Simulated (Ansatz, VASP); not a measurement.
BiP: VASP beside Ansatz

```xyz
4
Lattice="4.4140 0.0000 0.0000 0.0000 4.4140 0.0000 0.0000 0.0000 6.2423" Properties=species:S:1:pos:R:3 pbc="T T T"
Bi    0.0000    2.2070    0.0000
Bi    2.2070    0.0000    3.1212
P     2.2070    2.2070    1.5606
P     2.2070    2.2070    4.6817
```

Change from the starting cell: ordered vacancies on the anion sites of fluorite (P4_2/mmc, No. 131).

Alike in both runs: task single point; functional PBE; k mesh 4 × 4 × 4; occupations gaussian, width 0.1 eV; no spin polarisation.

```csv
,VASP,Ansatz
version,VASP 6.6.1,Ansatz 0.2.0
potentials or method,"VASP PAW PBE potentials, release 64 (Bi_d, P), cutoff 520 eV","scalar-relativistic, plane waves, PAW"
valence electrons in the cell,40,40
```

```csv
,VASP,Ansatz,Ansatz less VASP
gap on the k mesh at the Fermi level (eV),none,none,-
pressure (GPa),4.7,4.8,+0.05
"traceless stress, the component that is largest in VASP (GPa)",3.27,3.30,+0.030
```

A gap of «none» marks a metal or a gap that the smearing closes.

Neither program's run includes spin-orbit coupling.
